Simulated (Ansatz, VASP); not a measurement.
## Mg3TeSe2 in VASP and in Ansatz

```
CELL_PARAMETERS angstrom
6.08651 0.00000 0.00000
-3.04326 5.27107 0.00000
0.00000 0.00000 7.82922
ATOMIC_POSITIONS crystal
Mg 0.50000 0.00000 0.00000
Mg 0.00000 0.50000 0.00000
Mg 0.50000 0.50000 0.00000
Te 0.00000 0.00000 0.00000
Se 0.00000 0.00000 0.34325
Se 0.00000 0.00000 0.65675
```

Alike in both runs: functional PBE; k mesh 6 × 6 × 2; occupations gaussian, width 0.1 eV; no spin polarisation.

Ansatz relaxed the structure, and its values are those at the end. VASP's run is a single point on that final structure, the one shown.

|  | VASP | Ansatz |
| --- | --- | --- |
| version | VASP 6.6.1 | Ansatz 0.2.0 |
| potentials or method | VASP PAW PBE potentials, release 64 (Mg, Te, Se), cutoff 520 eV | scalar-relativistic, plane waves, PAW |
| valence electrons in the cell | 24 | 78 |

```csv
,VASP,Ansatz,Ansatz less VASP
gap on the k mesh at the Fermi level (eV),none,none,-
pressure (GPa),0.2,0.2,+0.02
```

A gap of «none» marks a metal or a gap that the smearing closes. The functional is the same, so the differences come from potentials, cutoffs and numerics. VASP's potentials hold 24 valence electrons a cell and Ansatz's 78, so a difference there can come from the potentials and not from the codes.

The k mesh is coarse, so the values compare programs but aren't converged. Spin-orbit coupling is off throughout.
